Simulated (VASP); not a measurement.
# Na (P6_3/mmc) in VASP: a series of runs

Runs on Na. Level: PBE. Tasks: single point.

All numbers are computed with VASP 6.6.1; they aren't measurements. Logs are shortened: lines on timing, memory, paths and dates and some standing lists are left out, and cuts for length are marked.

## Step 1: The cell of the first run

Symmetry: P6_3/mmc, No. 194, hexagonal system. The conventional cell has a = 3.339 Å, b = 3.339 Å, c = 20.780 Å, α = 90.00°, β = 90.00°, γ = 120.00°. Within 4.3 Å of Na (site symmetry -6m2) lie 12 Na at 3.23 to 3.34 Å. Na (site symmetry 3m) has 12 Na at 3.23 to 3.34 Å within 4.3 Å. Na (site symmetry -3m) has 12 Na at 3.23 to 3.34 Å within 4.3 Å.

The cell was generated, and may not be a known phase.

## Step 2: Single point, PBE

INCAR reads:

```
SYSTEM = Na
PREC = Accurate
ENCUT = 520
EDIFF = 1E-6
ISMEAR = 0
SIGMA = 0.1
LREAL = .FALSE.
LASPH = .TRUE.
NELM = 100
ALGO = Fast
ISIF = 2
LWAVE = .FALSE.
LCHARG = .TRUE.
GGA = PE
LELF = .TRUE.
LVHAR = .TRUE.
NBANDS = 38
```

KPOINTS reads:

```
regular mesh
0
G
  6 6 1
  0 0 0
```

POSCAR reads:

```
Na
1.0
    3.3387137500      0.0000000000      0.0000000000
   -1.6693568800      2.8914109300      0.0000000000
    0.0000000000      0.0000000000     20.7796913300
Na
8
Direct
    0.3333333300      0.6666666700      0.7500000000
    0.6666666700      0.3333333300      0.8750000000
    0.0000000000      0.0000000000      0.0000000000
    0.3333333300      0.6666666700      0.1250000000
    0.6666666700      0.3333333300      0.2500000000
    0.3333333300      0.6666666700      0.3750000000
    0.0000000000      0.0000000000      0.5000000000
    0.6666666700      0.3333333300      0.6250000000
```

Potentials or basis: VASP PAW PBE potentials, release 64 (Na_pv).

On the command line:

```console
cat potpaw_PBE.64/Na_pv/POTCAR > POTCAR
mpirun -np 1 vasp_std > vasp.out
```

OUTCAR:

```text
SYSTEM = Na
   PREC = Accurate
   ENCUT = 520
   EDIFF = 1E-6
   ISMEAR = 0
   LREAL = .FALSE.
   LASPH = .TRUE.
   NELM = 100
   ISIF = 2
   GGA = PE

 ion  position               nearest neighbor table
   1  0.333  0.667  0.750-
   2  0.667  0.333  0.875-
   3  0.000  0.000  0.000-
   4  0.333  0.667  0.125-
   5  0.667  0.333  0.250-
   6  0.333  0.667  0.375-
   7  0.000  0.000  0.500-
   8  0.667  0.333  0.625-

  LATTYP: Found a hexagonal cell.
 ALAT       =     3.3387137500
 C/A-ratio  =     6.2238613089

  Lattice vectors:

 A1 = (   3.3387137500,   0.0000000000,   0.0000000000)
 A2 = (  -1.6693568800,   2.8914109300,   0.0000000000)
 A3 = (   0.0000000000,   0.0000000000,  20.7796913300)

Analysis of symmetry for initial positions (statically):
=====================================================================
 Subroutine PRICEL returns:
 Original cell was already a primitive cell.

 Routine SETGRP: Setting up the symmetry group for a
 hexagonal supercell.

 Subroutine GETGRP returns: Found 24 space group operations
 (whereof 12 operations were pure point group operations)
 out of a pool of 24 trial point group operations.

The static configuration has the point symmetry D_3d.
 The point group associated with its full space group is D_6h.

Analysis of symmetry for dynamics (positions and initial velocities):
=====================================================================
 Subroutine PRICEL returns:
 Original cell was already a primitive cell.

 Routine SETGRP: Setting up the symmetry group for a
 hexagonal supercell.

 Subroutine GETGRP returns: Found 24 space group operations
 (whereof 12 operations were pure point group operations)
 out of a pool of 24 trial point group operations.

The dynamic configuration has the point symmetry D_3d.
 The point group associated with its full space group is D_6h.

 Subroutine INISYM returns: Found 24 space group operations
 (whereof 12 operations are pure point group operations),
 and found     1 'primitive' translations

[... 88 lines left out ...]
   EDIFF  = 0.1E-05   stopping-criterion for ELM
   LREAL  =      F    real-space projection
   EDIFFG = 0.1E-04   stopping-criterion for IOM
   NSW    =      0    number of steps for IOM
   IBRION =     -1    ionic relax: 0-MD 1-quasi-New 2-CG
   NFREE  =      0    steps in history (QN), initial steepest desc. (CG)
   ISIF   =      2    stress and relaxation
   ISYM   =      2    0-nonsym 1-usesym 2-fastsym
   POTIM  = 0.5000    time-step for ionic-motion
   TEBEG  =    0.0;   TEEND  =   0.0 temperature during run
   PSTRESS=    0.0 pullay stress
   NELECT =      56.0000    total number of electrons
   NUPDOWN=      -1.0000    fix difference up-down
   EMIN   =  10.00;   EMAX   =-10.00  energy-range for DOS
   EFERMI =   0.00;   METHOD = LEGACY
   ISMEAR =     0;   SIGMA  =   0.10  broadening in eV -4-tet -1-fermi 0-gaus
   EFERMI_NEDOS =   21; number of points for ismear=-14 and -15
   IALGO  =     68    algorithm
   IMIX   =      4    mixing-type and parameters
     AMIX     =   0.40;   BMIX     =  1.00
     AMIX_MAG =   1.60;   BMIX_MAG =  1.00
  volume/ion in A,a.u.               =      25.07       169.21
  Fermi-wavevector in a.u.,A,eV,Ry     =   1.069945  2.021903 15.575710  1.144782
  Thomas-Fermi vector in A             =   2.205640
   LORBIT       =      0    0 simple, 1 ext, 2 COOP (PROOUT), +10 PAW based schemes
   GGA     = PE    functional components
   LHFCALC =     F    Hartree Fock is set to
   AEXX    =    0.0000 exact exchange contribution
   IVDW    =     0    specifies the selected vdW correction
   LEPSILON=     F    determine dielectric tensor
   LRPA    =     F    only Hartree local field effects (RPA)
 non-spin polarized calculation
 RMM-DIIS sequential band-by-band and
 Gauss-broadening in eV      SIGMA  =   0.10
  energy-cutoff  :      520.00
  volume of cell :      200.60
 maximum number of plane-waves:      5416
 NGX is ok and might be reduce to    28
   NGX = 13   NGY = 13   NGZ = 77

 number of electron      56.0000060 magnetization

 Free energy of the ion-electron system (eV)
  ---------------------------------------------------
  ext. energy  EPLUGINS =         0.00000000
  ---------------------------------------------------
  free energy    TOTEN  =        -9.17536367 eV

  energy without entropy =       -9.16696517  energy(sigma->0) =       -9.17116442

 E-fermi :   1.4991     XC(G=0):  -7.6214

 val. band max:        1.3770018807   @ k =   0.3333   0.1667   0.0000
 cond. band min:       1.9311202817   @ k =   0.5000   0.0000   0.0000
 fundamental gap:      0.5541184010
 Fermi energy:         1.4991394760

 k-point     1 :       0.0000    0.0000    0.0000
  band No.  band energies     occupation
      1     -23.1379      2.00000
      2     -23.1170      2.00000
      3     -23.1170      2.00000
      4     -23.0659      2.00000
      5     -23.0657      2.00000
      6     -23.0145      2.00000
[... 276 lines left out ...]
     37       4.9568      0.00000
     38       4.9589      0.00000

------------------------ aborting loop because EDIFF is reached ----------------------------------------

  FORCE on cell =-STRESS in cart. coord.  units (eV):
  Direction    XX          YY          ZZ          XY          YZ          ZX
  --------------------------------------------------------------------------------------
  -------------------------------------------------------------------------------------
  Total        7.5705907      7.5705907      8.3194157     -0.0000000     -0.0000000     -0.0000000
  in kB       60.4661410     60.4661413     66.4469902     -0.0000001     -0.0000000     -0.0000000
  external PRESSURE =      62.4597575 kB  Pullay stress =       0.0000000 kB

 VOLUME and BASIS-vectors are now :
 -----------------------------------------------------------------------------
  energy-cutoff  :      520.00
  volume of cell :      200.60
      direct lattice vectors                 reciprocal lattice vectors
     3.338713750  0.000000000  0.000000000     0.299516543  0.172925957  0.000000000
    -1.669356880  2.891410930  0.000000000     0.000000000  0.345851913  0.000000000
     0.000000000  0.000000000 20.779691330     0.000000000  0.000000000  0.048123910

 POSITION                                       TOTAL-FORCE (eV/Angst)
 -----------------------------------------------------------------------------------
     -0.00000      1.92761     15.58477        -0.000000      0.000000      0.000000
      1.66936      0.96380     18.18223        -0.000000      0.000000      0.001184
      0.00000      0.00000      0.00000         0.000000     -0.000000      0.000000
     -0.00000      1.92761      2.59746         0.000000     -0.000000     -0.001184
      1.66936      0.96380      5.19492         0.000000     -0.000000      0.000000
     -0.00000      1.92761      7.79238         0.000000     -0.000000      0.001184
      0.00000      0.00000     10.38985         0.000000     -0.000000      0.000000
      1.66936      0.96380     12.98731        -0.000000      0.000000     -0.001184
 -----------------------------------------------------------------------------------
    total drift:                               -0.000000      0.000000     -0.000000

  FREE ENERGIE OF THE ION-ELECTRON SYSTEM (eV)
  ---------------------------------------------------
  free  energy   TOTEN  =        -9.1753636743 eV

  energy  without entropy=       -9.1669651713  energy(sigma->0) =       -9.17116442
```

OSZICAR:

```text
N       E                     dE             d eps       ncg     rms          rms(c)
DAV:   1     0.579246038695E+03    0.57925E+03   -0.30400E+04   548   0.166E+03
DAV:   2     0.296769023319E+02   -0.54957E+03   -0.54172E+03   532   0.477E+02
DAV:   3    -0.826206285842E+01   -0.37939E+02   -0.37372E+02   596   0.149E+02
DAV:   4    -0.918231677434E+01   -0.92025E+00   -0.91884E+00   624   0.243E+01
DAV:   5    -0.920120900431E+01   -0.18892E-01   -0.18892E-01   580   0.365E+00    0.806E-01
RMM:   6    -0.918617991685E+01    0.15029E-01   -0.73944E-03   633   0.740E-01    0.518E-01
RMM:   7    -0.917507026803E+01    0.11110E-01   -0.10516E-02   634   0.815E-01    0.582E-02
RMM:   8    -0.917526722993E+01   -0.19696E-03   -0.30803E-03   662   0.764E-01    0.224E-02
RMM:   9    -0.917533122245E+01   -0.63993E-04   -0.96721E-04   691   0.287E-01    0.959E-03
RMM:  10    -0.917535906663E+01   -0.27844E-04   -0.28618E-04   691   0.199E-01    0.104E-02
RMM:  11    -0.917546869686E+01   -0.10963E-03   -0.25844E-04   639   0.205E-01    0.487E-02
RMM:  12    -0.917539421596E+01    0.74481E-04   -0.99744E-04   636   0.324E-01    0.293E-02
RMM:  13    -0.917536239497E+01    0.31821E-04   -0.98518E-05   632   0.113E-01    0.569E-03
RMM:  14    -0.917536333107E+01   -0.93610E-06   -0.12461E-05   605   0.395E-02    0.164E-03
RMM:  15    -0.917536367432E+01   -0.34325E-06   -0.31012E-06   393   0.140E-02
   1 F= -.91753637E+01 E0= -.91711644E+01  d E =-.839850E-02
```

Wall time 2.7 min (1 thread of Intel Xeon 8259CL, shared host); peak memory 0.32 GiB.

Results:

```yaml
Free_energy: -9.1754 eV
Pressure: 6.2 GPa
Band_gap_on_the_k_mesh: zero (bands 28 and 29 overlap by 4.35 eV)
```

Stress tensor (GPa, compression positive):
```
6.05 0.00 0.00
0.00 6.05 0.00
0.00 0.00 6.64
```

Levels at points of the mesh, in eV from the Fermi level:
```tsv
k point	band 27	band 28	band 29	band 30	band 31	band 32
(0.00, 0.00, 0.00)	-3.60	-2.52	-2.52	-0.80	-0.80	1.18
(0.50, 0.00, 0.00)	0.66	0.70	0.87	0.99	1.66	1.78
```

Caveat: the k points lie up to 0.36 Å⁻¹ apart, too coarse for converged energies and pressures of a metal.

## Step 3: Single point, PBE

This run uses another cell than the first one, of 36.25 Å³/atom.

INCAR reads:

```
SYSTEM = Na
PREC = Accurate
ENCUT = 520
EDIFF = 1E-6
ISMEAR = 0
SIGMA = 0.1
LREAL = .False.
LASPH = .True.
NELM = 80
ALGO = Fast
ISIF = 2
LWAVE = .False.
LCHARG = .True.
GGA = PE
LELF = .True.
LVHAR = .True.
NBANDS = 38
```

KPOINTS reads:

```
Automatic mesh
0
Gamma
  6 6 1
  0 0 0
```

POSCAR reads:

```
Na
1.0
    3.7607953246      0.0000000033      0.0000000000
   -1.8803976651      3.2569442879      0.0000000000
    0.0000000000      0.0000000000     23.6741324468
Na
8
Direct
    0.3333333333      0.6666666667      0.7500000000
    0.6666666667      0.3333333333      0.8749992322
    0.0000000000      0.0000000000      0.0000000000
    0.3333333333      0.6666666667      0.1250007678
    0.6666666667      0.3333333333      0.2500000000
    0.3333333333      0.6666666667      0.3749992322
    0.0000000000      0.0000000000      0.5000000000
    0.6666666667      0.3333333333      0.6250007678
```

Potentials or basis: VASP PAW PBE potentials, release 64 (Na_pv).

On the command line:

```console
cat potpaw_PBE.64/Na_pv/POTCAR > POTCAR
mpirun -np 1 vasp_std > vasp.out
```

It took 2.9 min on 1 thread of Intel Xeon 8259CL, shared host; peak memory 0.36 GiB.

The run converged. Its results:

```
Free energy            : -10.5373 eV
Pressure               : 0.2 GPa
Band gap on the k mesh : zero (bands 28 and 29 overlap by 3.66 eV)
```

Levels at points of the mesh, in eV from the Fermi level:
```csv
k point,band 26,band 27,band 28,band 29,band 30,band 31,band 32,band 33
"(0.00, 0.00, 0.00)",-2.89,-2.89,-2.06,-2.06,-0.72,-0.72,0.90,1.37
"(0.50, 0.00, 0.00)",0.39,0.56,0.58,0.67,0.71,1.32,1.36,1.53
```

The gap in the log of VASP goes by the Fermi energy; the results here count the filled bands.